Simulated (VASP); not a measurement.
Here is a VASP 6.6.1 calculation.

The input POSCAR:

```
MgO
1.0
    8.4288080000      0.0000000000      0.0000000000
    0.0000000000      8.4288080000      0.0000000000
    0.0000000000      0.0000000000      8.4288080000
O Mg
32 32
Direct
    0.2574050000      0.9998390000      0.0003520000
    0.2574020000      0.9998340000      0.5003520000
    0.2574030000      0.4998420000      0.0003510000
    0.7574060000      0.9998400000      0.0003470000
    0.7573950000      0.9998430000      0.5003470000
    0.7573940000      0.4998420000      0.0003560000
    0.7025180000      0.5456780000      0.4555710000
    0.0080720000      0.2489940000      0.0027720000
    0.0162440000      0.2406540000      0.5018840000
    0.0070800000      0.7496550000      0.0002320000
    0.0062710000      0.7493540000      0.5000550000
    0.5077100000      0.2500260000      0.0004740000
    0.5085280000      0.2503160000      0.5006520000
    0.5067170000      0.7506860000      0.9979290000
    0.4985560000      0.7590220000      0.4988230000
    0.0070790000      0.9999900000      0.2505260000
    0.0080710000      0.9974400000      0.7512640000
    0.0061800000      0.5001760000      0.2509490000
    0.0161940000      0.4985570000      0.7594700000
    0.5067270000      0.0022400000      0.2494350000
    0.5077190000      0.9996850000      0.7501730000
    0.4985950000      0.5011200000      0.2412540000
    0.5086290000      0.4995030000      0.7497540000
    0.8123310000      0.4540190000      0.5451440000
    0.2573670000      0.2493130000      0.2498030000
    0.2597490000      0.2479320000      0.7523070000
    0.2550460000      0.7517420000      0.2484020000
    0.2574350000      0.7503670000      0.7509000000
    0.7573850000      0.2516130000      0.2521360000
    0.7582540000      0.2421740000      0.7579980000
    0.7565370000      0.7575100000      0.2427060000
    0.7574150000      0.7480720000      0.7485570000
    0.0328010000      0.4988300000      0.5014090000
    0.0078180000      0.9994390000      0.0007840000
    0.0099750000      0.9986030000      0.5010050000
    0.0099110000      0.4992160000      0.0017070000
    0.5069700000      0.0002450000      0.9999160000
    0.5048270000      0.0010830000      0.4996970000
    0.5048890000      0.5004580000      0.9989970000
    0.4820290000      0.5008480000      0.4992870000
    0.2578150000      0.2482020000      0.0009870000
    0.2585110000      0.2419640000      0.5011470000
    0.2569870000      0.7514790000      0.9997110000
    0.2562720000      0.7577100000      0.4995590000
    0.7579860000      0.2465910000      0.0015510000
    0.7591660000      0.2355160000      0.5021440000
    0.7568160000      0.7530920000      0.9991480000
    0.7556440000      0.7641920000      0.4985660000
    0.2569630000      0.0004800000      0.2486840000
    0.2578390000      0.9992040000      0.7520140000
    0.2562260000      0.5006240000      0.2423840000
    0.2585620000      0.4990600000      0.7583180000
    0.7568020000      0.0010100000      0.2469440000
    0.7580040000      0.9986670000      0.7537540000
    0.7555320000      0.5017750000      0.2365500000
    0.7592910000      0.4979100000      0.7641490000
    0.0078820000      0.2494880000      0.2529480000
    0.0086520000      0.2487960000      0.7514560000
    0.0052930000      0.7506240000      0.2495700000
    0.0079250000      0.7472840000      0.7507560000
    0.5068710000      0.2523840000      0.2499430000
    0.5095120000      0.2490540000      0.7511300000
    0.5061430000      0.7508960000      0.2492380000
    0.5069120000      0.7501980000      0.7477600000
```

INCAR.step1

```
  ALGO = Normal
  EDIFF = 1E-5
  ENCUT = 580
  GGA = PE
  GGA_COMPAT = False
  ISMEAR = -1
  ISYM = -1
  LASPH = True
  LCHARG = False
  LREAL = Auto
  LWAVE = True
  NBANDS = 166
  NELM = 120
  PREC = Accurate
  SIGMA = 0.05
```

INCAR.step2

```
  ALGO = Normal
  EDIFF = 1E-6
  ENCUT = 580
  GGA_COMPAT = False
  ISIF = 2
  ISMEAR = -1
  ISTART = 1
  ISYM = -1
  LASPH = True
  LCHARG = False
  LMIXTAU = True
  LREAL = Auto
  LWAVE = False
  METAGGA = R2SCAN
  NBANDS = 166
  NELM = 120
  PREC = Accurate
  SIGMA = 0.05
```

KPOINTS

```
explicit points
1
Reciprocal
  0.25000000   0.25000000   0.25000000 1
```

Potentials or basis: VASP PAW PBE potentials, release 64 (O, Mg).

Command:

```sh
$ cat potpaw_PBE.64/O/POTCAR potpaw_PBE.64/Mg/POTCAR > POTCAR
$ cp INCAR.step1 INCAR
$ mpirun -np 1 vasp_std > vasp.out
$ cp INCAR.step2 INCAR
$ mpirun -np 1 vasp_std > vasp.out
```

(1) Estimate the pressure.

(2) What does it give for the largest force?

## Answers

(1) 1.8 GPa.

(2) 0.346 eV/Å.

Caveat: the PAW data sets were made with another functional, which shifts forces and pressure a little.
